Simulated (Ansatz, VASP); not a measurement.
One calculation of Ag, two programs

```
CELL_PARAMETERS angstrom
-1.65074 1.65074 1.65074
1.65074 -1.65074 1.65074
1.65074 1.65074 -1.65074
ATOMIC_POSITIONS crystal
Ag 0.00000 0.00000 0.00000
```

Alike in both runs: functional PBE; k mesh 20 × 20 × 20; occupations fermi-dirac, width 0.15 eV; no spin polarisation.

Ansatz relaxed the structure, and its values are those at the end. VASP's run is a single point on that final structure, the one shown.

|  | VASP | Ansatz |
| --- | --- | --- |
| version | VASP 6.6.1 | Ansatz 0.2.0 |
| potentials or method | VASP PAW PBE potentials, release 64 (Ag), cutoff 520 eV | scalar-relativistic, plane waves, PAW |
| valence electrons in the cell | 11 | 19 |

Ansatz gave:

| Quantity | Value |
| --- | --- |
| gap on the k mesh at the Fermi level (eV) | none |
| pressure (GPa) | 0.0 |

Task: What did VASP give for the same quantities?

Result: gap on the k mesh at the Fermi level (eV): none; pressure (GPa): -0.1.

A gap of «none» marks a metal or a gap that the smearing closes. VASP's potentials hold 11 valence electrons a cell and Ansatz's 19, so a difference there can come from the potentials and not from the codes.
